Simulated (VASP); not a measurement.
Write the native input for VASP 6.6.1 that does the following.

```
Task                   : single point
Functional             : PBE
Potentials or basis    : VASP PAW PBE potentials, release 64 (Sb)
Cutoff                 : 520 eV
k mesh                 : 11 × 11 × 11
Occupations            : fermi-dirac, width 0.05 eV
Spin                   : no spin polarisation
Dipole correction      : no
Further INCAR settings : ALGO = Normal; EDIFF = 1e-06; NBANDS = 12
```

The structure of Sb lies in POSCAR:

```
Sb
1.0
    0.0000000000      3.5133866465      3.5133866465
    3.5133866465      0.0000000000      3.5133866465
    3.5133866465      3.5133866465      0.0000000000
Sb
2
Direct
   -0.1250000000     -0.1250000000     -0.1250000000
    0.1250000000      0.1250000000      0.1250000000
```

These files were run (other wordings do the same):

INCAR

```
ALGO = Normal ; EDIFF = 1E-6
ENCUT = 520 ; GGA = PE
ISIF = 2 ; ISMEAR = -1
LASPH = True ; LCHARG = True
LELF = True ; LREAL = False
LVHAR = True ; LWAVE = False
NBANDS = 12 ; NELM = 60
PREC = Accurate ; SIGMA = 0.05
```

KPOINTS

```
k-points
0
Gamma
  11 11 11
```

Potentials or basis: VASP PAW PBE potentials, release 64 (Sb).

The run is started by

```sh
$ cat potpaw_PBE.64/Sb/POTCAR > POTCAR
$ mpirun -np 1 vasp_std > vasp.out
```

Results of the run:

| Item | Value |
| --- | --- |
| Pressure | -0.5 GPa |
| Band gap on the k mesh | zero (band 5 reaches 4.07 eV, above the bottom of band 6 at 3.35 eV) |

Caveat: spin-orbit coupling is left out, which moves the levels of the heavy elements.

It took 35 s on 1 thread of Intel(R) Xeon(R) Platinum 8488C (Sapphire Rapids) (shared host), peak memory 0.25 GiB.
